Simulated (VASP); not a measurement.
# TaSi2 (C2) in VASP: single point with PBEsol

Aim: the single point of TaSi2 with PBEsol.

Program: VASP 6.6.1. These are calculated values, not measurements. Logs are shortened: lines on timing, memory, paths and dates and some standing lists are left out, and cuts for length are marked.

## 1. The cell of the first run

The structure is monoclinic, space group C2 (No. 5). The conventional cell has a = 8.247 Å, b = 4.761 Å, c = 6.558 Å, α = 90.00°, β = 90.00°, γ = 90.00°. Within 3.3 Å of Ta (site symmetry 2) lie 10 Si at 2.50 to 2.91 Å and 2 Ta at 3.16 Å. Ta (site symmetry 1) has 10 Si at 2.60 to 2.81 Å and 4 Ta at 3.16 to 3.32 Å within 3.4 Å. Within 3.3 Å of Si (site symmetry 1) lie 5 Ta at 2.53 to 2.91 Å and 7 Si at 2.55 to 3.15 Å. Within 3.4 Å of Si (site symmetry 1) lie 9 Si at 2.55 to 3.31 Å and 5 Ta at 2.60 to 2.81 Å. Si (site symmetry 1) has 5 Ta at 2.50 to 2.81 Å and 7 Si at 2.55 to 3.15 Å within 3.3 Å.

## 2. Single point, PBEsol (atom 1 (Ta) moved by -0.214 Å along [1 0 0] and +0.000 Å along [0 0 1])

The input, INCAR:

```
SYSTEM = TaSi2
ALGO     = Normal         ! electronic algorithm
EDIFF    = 1E-7           ! SCF threshold, eV
ENCUT    = 520            ! plane-wave cutoff, eV
GGA      = PS             ! functional
ISIF     = 2              ! what is computed and relaxed
ISMEAR   = 0              ! smearing method
LASPH    = .TRUE.         ! aspherical terms in the spheres
LCHARG   = .TRUE.         ! write CHGCAR
LELF     = .TRUE.         ! ELF
LREAL    = .FALSE.        ! projectors in reciprocal space
LVHAR    = .TRUE.       
LWAVE    = .FALSE.        ! write WAVECAR
NBANDS   = 38             ! bands
NELM     = 60             ! most SCF steps
PREC     = Accurate       ! precision mode
SIGMA    = 0.15           ! smearing width, eV
```

The input, KPOINTS:

```
k-points
0
G
  9 9 6
  0 0 0
```

The input, POSCAR:

```
TaSi2
1.0
    4.7613605622      0.0000000000      0.0000000000
   -2.3806802811      4.1234592035      0.0000000000
    0.0000000000      0.0000000000      6.5581204410
Ta Si
3 6
Direct
    0.4550548636      0.0000000000      0.0000000000
    0.5000000000      0.5000000000      0.6666666667
    0.0000000000      0.5000000000      0.3333333333
    0.1592624125      0.3185248251      0.0000000000
    0.8407375875      0.1592624125      0.6666666667
    0.6814751749      0.8407375875      0.3333333333
    0.8407375875      0.6814751749      0.0000000000
    0.1592624125      0.8407375875      0.6666666667
    0.3185248251      0.1592624125      0.3333333333
```

Potentials or basis: VASP PAW PBE potentials, release 64 (Ta_pv, Si).

The run is started by

```bash
> cat potpaw_PBE.64/Ta_pv/POTCAR potpaw_PBE.64/Si/POTCAR > POTCAR
> mpirun -np 1 vasp_std > vasp.out
```

OUTCAR:

```text
SYSTEM = TaSi2
   EDIFF = 1E-7
   ENCUT = 520
   GGA = PS
   ISIF = 2
   ISMEAR = 0
   LASPH = .TRUE.
   LREAL = .FALSE.
   NELM = 60
   PREC = Accurate

 ion  position               nearest neighbor table
   1  0.455  0.000  0.000-   9 2.50   8 2.50   7 2.53   4 2.53   6 2.71   5 2.71   4 2.82   7 2.82
                             4 2.91   7 2.91   2 3.16   3 3.16   2 3.32   3 3.32
   2  0.500  0.500  0.667-   4 2.60   7 2.60   6 2.60   9 2.60   8 2.72   5 2.72   8 2.72   5 2.72
                             8 2.81   5 2.81   1 3.16   3 3.23   3 3.23   1 3.32
   3  0.000  0.500  0.333-   4 2.60   7 2.60   5 2.60   8 2.60   9 2.72   6 2.72   9 2.72   6 2.72
                             6 2.81   9 2.81   1 3.16   2 3.23   2 3.23   1 3.32
   4  0.159  0.319  0.000-   1 2.53   5 2.55   9 2.55   3 2.60   2 2.60   7 2.63   7 2.81   7 2.81
                             1 2.82   1 2.91
   5  0.841  0.159  0.667-   4 2.55   6 2.55   3 2.60   8 2.63   1 2.71   2 2.72   2 2.72   2 2.81
                             8 2.81   8 2.81
   6  0.681  0.841  0.333-   7 2.55   5 2.55   2 2.60   9 2.63   1 2.71   3 2.72   3 2.72   3 2.81
                             9 2.81   9 2.81
   7  0.841  0.681  0.000-   1 2.53   8 2.55   6 2.55   3 2.60   2 2.60   4 2.63   4 2.81   4 2.81
                             1 2.82   1 2.91
   8  0.159  0.841  0.667-   1 2.50   7 2.55   9 2.55   3 2.60   5 2.63   2 2.72   2 2.72   2 2.81
                             5 2.81   5 2.81
   9  0.319  0.159  0.333-   1 2.50   4 2.55   8 2.55   2 2.60   6 2.63   3 2.72   3 2.72   3 2.81
                             6 2.81   6 2.81

  LATTYP: Found a hexagonal cell.
 ALAT       =     4.7613605622
 C/A-ratio  =     1.3773627003

  Lattice vectors:

 A1 = (   4.7613605622,   0.0000000000,   0.0000000000)
 A2 = (  -2.3806802811,   4.1234592035,   0.0000000000)
 A3 = (   0.0000000000,   0.0000000000,   6.5581204410)

Analysis of symmetry for initial positions (statically):
=====================================================================
 Subroutine PRICEL returns:
 Original cell was already a primitive cell.

 Routine SETGRP: Setting up the symmetry group for a
 hexagonal supercell.

 Subroutine GETGRP returns: Found  2 space group operations
 (whereof  2 operations were pure point group operations)
 out of a pool of 24 trial point group operations.

The static configuration has the point symmetry C_2 .

Analysis of symmetry for dynamics (positions and initial velocities):
=====================================================================
 Subroutine PRICEL returns:
 Original cell was already a primitive cell.

 Routine SETGRP: Setting up the symmetry group for a
 hexagonal supercell.

 Subroutine GETGRP returns: Found  2 space group operations
 (whereof  2 operations were pure point group operations)
 out of a pool of 24 trial point group operations.

The dynamic configuration has the point symmetry C_2 .

 Subroutine INISYM returns: Found  2 space group operations
 (whereof  2 operations are pure point group operations),
 and found     1 'primitive' translations

----------------------------------------------------------------------------------------

                                     Primitive cell

  volume of cell :     128.7574

  direct lattice vectors                    reciprocal lattice vectors
     4.761360562  0.000000000  0.000000000     0.210024002  0.121257414  0.000000000
    -2.380680281  4.123459204  0.000000000     0.000000000  0.242514828  0.000000000
     0.000000000  0.000000000  6.558120441     0.000000000  0.000000000  0.152482713

  length of vectors
     4.761360562  4.761360562  6.558120441     0.242514828  0.242514828  0.152482713

  position of ions in fractional coordinates (direct lattice)
     0.455054864  0.000000000  0.000000000
     0.500000000  0.500000000  0.666666667
     0.000000000  0.500000000  0.333333333
     0.159262412  0.318524825  0.000000000
     0.840737588  0.159262412  0.666666667
     0.681475175  0.840737588  0.333333333
     0.840737588  0.681475175  0.000000000
     0.159262412  0.840737588  0.666666667
     0.318524825  0.159262412  0.333333333

  ion indices of the primitive-cell ions
   primitive index   ion index
                 1           1
                 2           2
                 3           3
                 4           4
                 5           5
                 6           6
                 7           7
                 8           8
                 9           9

----------------------------------------------------------------------------------------

 KPOINTS: k-points

Automatic generation of k-mesh.
 Grid dimensions read from file:
 generate k-points for:    9    9    6

 Generating k-lattice:

  Cartesian coordinates                     Fractional coordinates (reciprocal lattice)
     0.023336000  0.013473046  0.000000000     0.111111111  0.000000000  0.000000000
     0.000000000  0.026946092  0.000000000     0.000000000  0.111111111  0.000000000
     0.000000000  0.000000000  0.025413786     0.000000000  0.000000000  0.166666667

  Length of vectors
     0.026946092  0.026946092  0.025413786

  Shift w.r.t. Gamma in fractional coordinates (k-lattice)
     0.000000000  0.000000000  0.000000000

 Subroutine IBZKPT returns following result:
 ===========================================

 Found    140 irreducible k-points:

 Following reciprocal coordinates:
            Coordinates               Weight
  0.000000  0.000000  0.000000      1.000000
  0.111111  0.000000  0.000000      4.000000
  0.000000  0.111111  0.000000      2.000000
  0.222222 -0.000000  0.000000      4.000000
  0.000000  0.222222  0.000000      2.000000
  0.333333 -0.000000  0.000000      4.000000
[... 16 lines left out ...]
 -0.222222 -0.444444  0.000000      4.000000
  0.444444  0.333333  0.000000      4.000000
 [... further k-points ...]
   k-points           NKPTS =    140   k-points in BZ     NKDIM =    140   number of bands    NBANDS=     38
   number of dos      NEDOS =    301   number of ions     NIONS =      9
   total plane-waves  NPLWV =  64800
   dimension x,y,z NGX =    36 NGY =   36 NGZ =   50
   dimension x,y,z NGXF=    72 NGYF=   72 NGZF=  100
   ions per type =               3   6
   NGX,Y,Z   is equivalent  to a cutoff of  12.57, 12.57, 12.67 a.u.
   NGXF,Y,Z  is equivalent  to a cutoff of  25.14, 25.14, 25.35 a.u.
 SYSTEM =  TaSi2
   PREC   = accura    normal or accurate (medium, high low for compatibility)
   ISTART =      0    job   : 0-new  1-cont  2-samecut
   ICHARG =      2    charge: 1-file 2-atom 10-const
   ISPIN  =      1    spin polarized calculation?
   LNONCOLLINEAR =      F non collinear calculations
   LSORBIT =      F    spin-orbit coupling
   LASPH  =      T    aspherical Exc in radial PAW
   ENCUT  =  520.0 eV  38.22 Ry    6.18 a.u.   8.85  8.85 12.19*2*pi/ulx,y,z
   NELM   =     60;   NELMIN=  2; NELMDL= -5     # of ELM steps
   EDIFF  = 0.1E-06   stopping-criterion for ELM
   LREAL  =      F    real-space projection
   EDIFFG = 0.1E-05   stopping-criterion for IOM
   NSW    =      0    number of steps for IOM
   IBRION =     -1    ionic relax: 0-MD 1-quasi-New 2-CG
   NFREE  =      0    steps in history (QN), initial steepest desc. (CG)
   ISIF   =      2    stress and relaxation
   ISYM   =      2    0-nonsym 1-usesym 2-fastsym
   POTIM  = 0.5000    time-step for ionic-motion
   TEBEG  =    0.0;   TEEND  =   0.0 temperature during run
   PSTRESS=    0.0 pullay stress
   NELECT =      57.0000    total number of electrons
   NUPDOWN=      -1.0000    fix difference up-down
   EMIN   =  10.00;   EMAX   =-10.00  energy-range for DOS
   EFERMI =   0.00;   METHOD = LEGACY
   ISMEAR =     0;   SIGMA  =   0.15  broadening in eV -4-tet -1-fermi 0-gaus
   EFERMI_NEDOS =   21; number of points for ismear=-14 and -15
   IALGO  =     38    algorithm
   IMIX   =      4    mixing-type and parameters
     AMIX     =   0.40;   BMIX     =  1.00
     AMIX_MAG =   1.60;   BMIX_MAG =  1.00
  volume/ion in A,a.u.               =      14.31        96.54
  Fermi-wavevector in a.u.,A,eV,Ry     =   1.247697  2.357805 21.180833  1.556747
  Thomas-Fermi vector in A             =   2.381817
   LORBIT       =      0    0 simple, 1 ext, 2 COOP (PROOUT), +10 PAW based schemes
   GGA     = PS    functional components
   LHFCALC =     F    Hartree Fock is set to
   AEXX    =    0.0000 exact exchange contribution
   IVDW    =     0    specifies the selected vdW correction
   LEPSILON=     F    determine dielectric tensor
   LRPA    =     F    only Hartree local field effects (RPA)
 non-spin polarized calculation
 Gauss-broadening in eV      SIGMA  =   0.15
  energy-cutoff  :      520.00
  volume of cell :      128.76
 maximum number of plane-waves:      3501
   NGX = 17   NGY = 17   NGZ = 25

 number of electron      56.9999999 magnetization

 Free energy of the ion-electron system (eV)
  ---------------------------------------------------
  ext. energy  EPLUGINS =         0.00000000
  ---------------------------------------------------
  free energy    TOTEN  =       -76.92616892 eV

  energy without entropy =      -76.87971709  energy(sigma->0) =      -76.90294300

 E-fermi :   9.3909     XC(G=0): -12.1971

 val. band max:        9.3897988170   @ k =   0.3333   0.3333   0.3333
 cond. band min:       9.3978769168   @ k =  -0.1111   0.4444   0.5000
 fundamental gap:      0.0080780998
 Fermi energy:         9.3908809292

 k-point     1 :       0.0000    0.0000    0.0000
  band No.  band energies     occupation
      1     -24.9111      2.00000
      2     -24.9038      2.00000
      3     -24.8860      2.00000
      4     -24.8244      2.00000
      5     -24.8164      2.00000
      6     -24.7421      2.00000
[... 30 lines left out ...]
     37      13.3436      0.00000
     38      13.5487      0.00000
[... 941 lines left out ...]
     37      12.5618      0.00000
     38      13.2494      0.00000

 [... further k-points ...]

------------------------ aborting loop because EDIFF is reached ----------------------------------------

  FORCE on cell =-STRESS in cart. coord.  units (eV):
  Direction    XX          YY          ZZ          XY          YZ          ZX
  --------------------------------------------------------------------------------------
  -------------------------------------------------------------------------------------
  Total        2.1539848      0.8153281      1.3967264      0.0000000      1.2659553      0.0000000
  in kB       26.8028555     10.1454387     17.3800000      0.0000000     15.7527654      0.0000000
  external PRESSURE =      18.1094314 kB  Pullay stress =       0.0000000 kB

 VOLUME and BASIS-vectors are now :
 -----------------------------------------------------------------------------
  energy-cutoff  :      520.00
  volume of cell :      128.76
      direct lattice vectors                 reciprocal lattice vectors
     4.761360562  0.000000000  0.000000000     0.210024002  0.121257414  0.000000000
    -2.380680281  4.123459204  0.000000000     0.000000000  0.242514828  0.000000000
     0.000000000  0.000000000  6.558120441     0.000000000  0.000000000  0.152482713

 POSITION                                       TOTAL-FORCE (eV/Angst)
 -----------------------------------------------------------------------------------
      2.16668      0.00000      0.00000         4.121082      0.000000      0.000000
      1.19034      2.06173      4.37208        -0.488361     -0.192430     -0.021112
     -1.19034      2.06173      2.18604        -0.488361      0.192430      0.021112
     -0.00000      1.31342      0.00000        -0.986729      0.262560      0.058222
      3.62390      0.65671      4.37208        -0.313279     -0.091758      0.340846
      1.24322      3.46675      2.18604        -0.313279      0.091758     -0.340846
      2.38068      2.81004      0.00000        -0.986729     -0.262560     -0.058222
     -1.24322      3.46675      4.37208        -0.272172     -0.174510     -0.564464
      1.13746      0.65671      2.18604        -0.272172      0.174510      0.564464
 -----------------------------------------------------------------------------------
    total drift:                                0.000044      0.000000      0.000000

  FREE ENERGIE OF THE ION-ELECTRON SYSTEM (eV)
  ---------------------------------------------------
  free  energy   TOTEN  =       -76.9261689205 eV

  energy  without entropy=      -76.8797170858  energy(sigma->0) =      -76.90294300
```

It took 20 min on 1 thread of Oxide Virtual Turin-like, shared host; peak memory 0.58 GiB.

Results:

* Free energy: -76.9262 eV
* Pressure: 1.8 GPa
* Largest force: 4.121 eV/Å

Forces on the atoms (eV/Å):
```
Ta   4.121  0.000  0.000
Ta  -0.488 -0.192 -0.021
Ta  -0.488  0.192  0.021
Si  -0.987  0.263  0.058
Si  -0.313 -0.092  0.341
Si  -0.313  0.092 -0.341
Si  -0.987 -0.263 -0.058
Si  -0.272 -0.175 -0.564
Si  -0.272  0.175  0.564
```

Stress tensor (GPa, compression positive):
```
2.68 0.00 0.00
0.00 1.01 1.58
0.00 1.58 1.74
```

Caveat: the cell differs from its parent crystal (atom 1 (Ta) moved by -0.214 Å along [1 0 0] and +0.000 Å along [0 0 1]); the PAW data sets were made with another functional, which shifts forces and pressure a little; spin-orbit coupling is left out, which moves the levels of the heavy elements.
